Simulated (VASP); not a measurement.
Input of a VASP 6.6.1 run:

Contents of INCAR:

```
SYSTEM = Cu8O7
  PREC = Accurate
  ENCUT = 520
  EDIFF = 1E-6
  ISMEAR = -1
  SIGMA = 0.05
  LREAL = Auto
  LASPH = .TRUE.
  NELM = 80
  ALGO = Normal
  ISIF = 2
  LWAVE = .FALSE.
  LCHARG = .TRUE.
  GGA = CA
  LELF = .TRUE.
  LVHAR = .TRUE.
  NBANDS = 78
```

KPOINTS

```
regular mesh
0
G
  3 3 3
  0 0 0
```

Contents of POSCAR:

```
Cu8O7
1.0
    4.6837000000     -3.4226000000      0.0000000000
    4.6837000000      3.4226000000      0.0000000000
   -0.8500270000      0.0000000000      5.0578690000
Cu O
8 7
Direct
    0.0817391994      0.2281743656      0.1215328036
    0.1761064207     -0.0024321172      0.5138205438
   -0.0066085387      0.7495061109     -0.0042523838
    0.2971185860      0.4844513155      0.5145694758
    0.4979522803      0.2403232848     -0.0747502555
    0.6174212238      0.0029690530      0.5160105966
    0.5015183409      0.7357750463     -0.0058821215
    0.7699642888      0.5013234894      0.4304117011
    0.3949622741      0.2180327468      0.2796367403
    0.1877356016      0.2599386052      0.7657317736
    0.2669692159      0.7345859400      0.2519400957
    0.2182767482      0.7503152569      0.7606045155
    0.7629381495      0.2976526940      0.1111768612
    0.7683414905      0.7685442603      0.2315453405
    0.7316816754      0.7351039275      0.7334634408
```

Potentials or basis: VASP PAW LDA potentials, release 64 (Cu, O).

Command:

```console
$ cat potpaw_LDA.64/Cu/POTCAR potpaw_LDA.64/O/POTCAR > POTCAR
$ mpirun -np 1 vasp_std > vasp.out
```

(1) What does it give for the largest force?

(2) What does it give for the band gap on the k mesh?

(3) Estimate the pressure.

Results:

(1) 0.679 eV/Å.

(2) zero (filled and empty bands touch).

(3) -2.9 GPa.

Caveat: the k points lie up to 0.41 Å⁻¹ apart; semilocal functionals often make such compounds metallic where correlation or magnetic order opens a gap, which also shifts bond lengths.
